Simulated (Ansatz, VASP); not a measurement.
Sb: VASP beside Ansatz

```
Sb
1.0
     2.16470    1.24979    3.82741
    -2.16470    1.24979    3.82741
     0.00000   -2.49958    3.82741
Sb
2
Cartesian
  0.0000 0.0000 2.6583
  0.0000 0.0000 8.8239
```

Alike in both runs: task single point; functional PBE; k mesh 8 × 8 × 8; occupations fermi-dirac, width 0.02 eV; no spin polarisation.

|  | VASP | Ansatz |
| --- | --- | --- |
| version | VASP 6.6.1 | Ansatz 0.2.0 |
| potentials or method | VASP PAW PBE potentials, release 64 (Sb) | plane waves, PAW |
| plane-wave cutoff (eV) | 520 | 420 |
| valence electrons in the cell | 10 | 30 |

|  | VASP | Ansatz | Ansatz less VASP |
| --- | --- | --- | --- |
| pressure (GPa) | 1.9 | 1.8 | -0.07 |
| traceless stress, the component that is largest in VASP (GPa) | -0.42 | -0.36 | +0.062 |
| rms of the force components (eV/Å) | 0.154 | 0.129 | -0.0250 |

Atom by atom the forces differ by 0.025 eV/Å (rms over components). VASP's potentials hold 10 valence electrons a cell and Ansatz's 30, so a difference there can come from the potentials and not from the codes.

Neither program's run includes spin-orbit coupling.
